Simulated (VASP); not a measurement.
Crystal: Sr2AlO.

```
Sr Al O
1.0
     4.98894    0.00000    0.00000
    -2.49447    4.32055    0.00000
     0.00000    0.00000    4.78607
Sr Al O
2 1 1
Direct
  0.33333 0.66667 0.92189
  0.66667 0.33333 0.92189
  0.00000 0.00000 0.61203
  0.00000 0.00000 0.89955
```

| Item | Value |
| --- | --- |
| Program | VASP 6.6.1 |
| Task | relaxation of cell and atoms |
| Functional | PBE |
| Potentials or basis | VASP PAW PBE potentials, release 64 (Sr_sv, Al, O) |
| Cutoff | 600 eV |
| k mesh | 6 × 6 × 4 |
| Occupations | gaussian, width 0.1 eV |
| Spin | no spin polarisation |

At the start: pressure 18.9 GPa; volume 25.79 Å³/atom.

**Question.** How do energy, volume and symmetry change on relaxing?

**Answer.** Over 46 steps the energy falls by 1387.2 meV/atom and the volume is 25.68 Å³/atom (-0.4 %); space group P6/mmm (No. 191, to 0.05 Å).

Step by step:
| step | energy change (eV) | largest force (eV/Å) | pressure (GPa) | volume (Å³) |
| --- | --- | --- | --- | --- |
| 1 | 0.0000 | 24.1416 | 18.90 | 103.16 |
| 3 | -2.6298 | 0.5914 | -5.14 | 122.17 |
| 5 | -3.1321 | 0.5871 | -3.68 | 112.19 |
| 7 | -3.6034 | 0.3591 | -1.16 | 105.39 |
| 9 | -4.0483 | 1.2027 | -0.94 | 104.08 |
| 11 | 15.5098 | 30.6076 | 94.68 | 82.44 |
| 13 | -3.4657 | 13.9258 | 10.04 | 100.49 |
| 15 | -2.8854 | 18.0396 | 13.52 | 99.54 |
| 17 | -2.9360 | 17.8701 | 13.42 | 99.58 |
| 19 | -3.1404 | 17.1855 | 13.07 | 99.69 |
| 21 | -3.4447 | 14.5047 | 14.49 | 99.41 |
| 23 | -4.0424 | 11.2810 | 11.44 | 100.12 |
| 25 | -5.3103 | 3.0572 | 2.24 | 102.96 |
| 27 | -5.4181 | 1.4591 | -0.34 | 104.15 |
| 29 | -5.4245 | 1.3460 | -0.42 | 104.12 |
| 31 | -5.4626 | 0.9396 | 0.34 | 103.19 |
| 33 | -5.4693 | 0.6511 | 0.84 | 102.67 |
| 35 | -5.4889 | 0.4395 | 0.05 | 103.90 |
| 37 | -5.4970 | 0.4784 | -0.29 | 104.43 |
| 39 | -5.5200 | 0.5037 | -1.20 | 105.60 |
| 41 | -5.5378 | 0.4039 | -0.80 | 104.47 |
| 43 | -5.5448 | 0.3427 | -0.32 | 103.26 |
| 45 | -5.5485 | 0.0504 | -0.20 | 102.94 |
| 46 | -5.5488 | 0.0393 | -0.12 | 102.73 |

Final structure:
```xyz
4
Lattice="5.6950 0.0000 0.0000 -2.8475 4.9320 0.0000 0.0000 0.0000 3.6575" Properties=species:S:1:pos:R:3 pbc="T T T"
Sr    0.0000    3.2880    3.5310
Sr    2.8475    1.6440    3.5310
Al    0.0000    0.0000    1.6901
O     0.0000    0.0000    3.5202
```

Caveat: an odd number of electrons without spin polarisation forces a metal; a magnetic or distorted state may lie lower.
